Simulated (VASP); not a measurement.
Wanted: the native input for a VASP 6.6.1 run.

```
Task                   : single point
Functional             : PBEsol
Potentials or basis    : VASP PAW PBE potentials, release 64 (Sr_sv, Ti_sv, O)
Cutoff                 : 520 eV
k mesh                 : 8 × 8 × 8
Occupations            : gaussian, width 0.02 eV
Spin                   : no spin polarisation
Dipole correction      : no
Further INCAR settings : ALGO = Normal; EDIFF = 1e-06; NBANDS = 28
```

The structure of SrTiO3 (Tausonite) lies in POSCAR:

```
SrTiO3
1.0
    3.8755096039      0.0000000000      0.0000000000
    0.0000000000      3.8755096039      0.0000000000
    0.0000000000      0.0000000000      3.8755096039
Sr Ti O
1 1 3
Direct
    0.5000000000      0.5000000000      0.5000000000
    0.0000000000      0.0000000000      0.0000000000
    0.5000000000      0.0000000000      0.0000000000
    0.0000000000      0.5000000000      0.0000000000
    0.0000000000      0.0000000000      0.5000000000
```

The input as run:

INCAR

```
SYSTEM = SrTiO3
PREC = Accurate
ENCUT = 520
EDIFF = 1E-6
ISMEAR = 0
SIGMA = 0.02
LREAL = .FALSE.
LASPH = .TRUE.
NELM = 80
ALGO = Normal
ISIF = 2
LWAVE = .FALSE.
LCHARG = .TRUE.
GGA = PS
LELF = .TRUE.
LVHAR = .TRUE.
NBANDS = 28
```

KPOINTS

```
regular mesh
0
G
  8 8 8
  0 0 0
```

Potentials or basis: VASP PAW PBE potentials, release 64 (Sr_sv, Ti_sv, O).

Launch:

```bash
$ cat potpaw_PBE.64/Sr_sv/POTCAR potpaw_PBE.64/Ti_sv/POTCAR potpaw_PBE.64/O/POTCAR > POTCAR
$ mpirun -np 1 vasp_std > vasp.out
```

It gave:

```
Pressure               : 3.0 GPa
Band gap on the k mesh : 1.84 eV, indirect (least direct gap 2.18 eV)
```

Caveat: the PAW data sets were made with another functional, which shifts forces and pressure a little.

Wall time 51 s on 1 thread of Intel(R) Xeon(R) Platinum 8488C (Sapphire Rapids), with other jobs on the host, peak memory 0.2 GiB.
